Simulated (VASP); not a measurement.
Input of a VASP 6.6.1 run:

File INCAR:

```
PREC     = Accurate       # precision mode
ENCUT    = 520            # plane-wave cutoff, eV
EDIFF    = 1E-8           # SCF threshold, eV
ISMEAR   = -1             # smearing method
SIGMA    = 0.08           # smearing width, eV
LREAL    = False          # projectors in reciprocal space
LASPH    = True           # aspherical terms in the spheres
NELM     = 60             # most SCF steps
ALGO     = Normal         # electronic algorithm
ISIF     = 2              # what is computed and relaxed
LWAVE    = False          # write WAVECAR
LCHARG   = False          # write CHGCAR
GGA      = CA             # functional
LEFG     = True         
NBANDS   = 32             # bands
```

File KPOINTS:

```
Automatic mesh
0
Gamma
  9 9 9
```

File POSCAR:

```
NbCd3
1.0
    4.2150000000      0.0000000000      0.0000000000
    0.0000000000      4.2150000000      0.0000000000
    0.0000000000      0.0000000000      4.2993000000
Nb Cd
1 3
Direct
    0.0000000000      0.0000000000      0.0000000000
    0.0000000000      0.5000000000      0.5000000000
    0.5000000000      0.0000000000      0.5000000000
    0.5000000000      0.5000000000      0.0000000000
```

Potentials or basis: VASP PAW LDA potentials, release 64 (Nb_sv, Cd).

Command:

```console
$ cat potpaw_LDA.64/Nb_sv/POTCAR potpaw_LDA.64/Cd/POTCAR > POTCAR
$ mpirun -np 1 vasp_std > vasp.out
```

Q: Estimate the band gap on the k mesh.

A: Zero (an odd number of electrons rules out a gap without spin polarisation).

Q: What does it give for the pressure?

A: -3.8 GPa.

Stress tensor (GPa, compression positive):
```
-3.32  0.00  0.00
 0.00 -3.32  0.00
 0.00  0.00 -4.81
```

Caveat: the cell differs from its parent crystal (zz strain of +2 %); the cell stands under tension; without QUAD_EFG the Cq values of the log hold for a quadrupole moment of 1 mb, not for the nuclei.
